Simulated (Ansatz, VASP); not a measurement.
**GaSb in VASP and in Ansatz**

POSCAR

```
GaSb
1.0
    0.0000000000      3.0891268879      3.0891268879
    3.0891268879      0.0000000000      3.0891268879
    3.0891268879      3.0891268879      0.0000000000
Ga Sb
1 1
Direct
    0.0000000000      0.0000000000      0.0000000000
    0.2500000000      0.2500000000      0.2500000000
```

Contents of INCAR.step1:

```
ALGO = Normal ; EDIFF = 1E-5
ENCUT = 520 ; GGA = PE
ISIF = 2 ; ISMEAR = -1
LASPH = T ; LCHARG = F
LREAL = F ; LWAVE = T
NBANDS = 16 ; NELM = 100
PREC = Accurate ; SIGMA = 0.1
```

The input INCAR.step2:

```
ALGO = Normal ; EDIFF = 1E-6
ENCUT = 520 ; GGA = PE
HFSCREEN = 0.2079 ; ISIF = 2
ISMEAR = -1 ; ISTART = 1
LASPH = T ; LCHARG = F
LHFCALC = T ; LREAL = F
LWAVE = F ; NBANDS = 16
NELM = 100 ; PREC = Accurate
PRECFOCK = Normal ; SIGMA = 0.1
```

Contents of KPOINTS:

```
k-points
0
Gamma
  4 4 4
```

Input for Ansatz:

```yaml
crystal:
  lattice:
    - [0.0, 3.08912688786, 3.08912688786]
    - [3.08912688786, 0.0, 3.08912688786]
    - [3.08912688786, 3.08912688786, 0.0]
  atoms:
    - { symbol: Ga, position: [0.0, 0.0, 0.0] }
    - { symbol: Sb, position: [0.25, 0.25, 0.25] }
kpoints:
  mp_grid: { grid: [4, 4, 4] }
hamiltonian:
  xc: hse06
  pseudopotentials: { kind: paw }
scf:
  occupations: { method: fermi_dirac, width: 0.1 }
  convergence: { dr2_threshold: "1e-10 eV" }
  exx: { energy_threshold: "2e-8 eV", singularity: regularized }
output:
  forces: true
  stress: true
  eigenvalues: true
```

Alike in both runs: task single point; functional HSE06; k mesh 4 × 4 × 4; occupations fermi-dirac, width 0.1 eV; no spin polarisation.

|  | VASP | Ansatz |
| --- | --- | --- |
| version | VASP 6.6.1 | Ansatz 0.2.0 development build |
| potentials or method | VASP PAW PBE potentials, release 64 (Ga_d, Sb) | plane waves, PAW datasets (generated soft set 1) |
| plane-wave cutoff (eV) | 520 | 420 |
| valence electrons in the cell | 18 | 28 |

|  | VASP | Ansatz | Ansatz less VASP |
| --- | --- | --- | --- |
| gap on the k mesh at the Fermi level (eV) | 0.66 | 0.64 | -0.015 |

VASP's potentials hold 18 valence electrons a cell and Ansatz's 28, so a difference there can come from the potentials and not from the codes.

The k mesh is coarse, so the values compare programs but aren't converged. Spin-orbit coupling is off throughout.
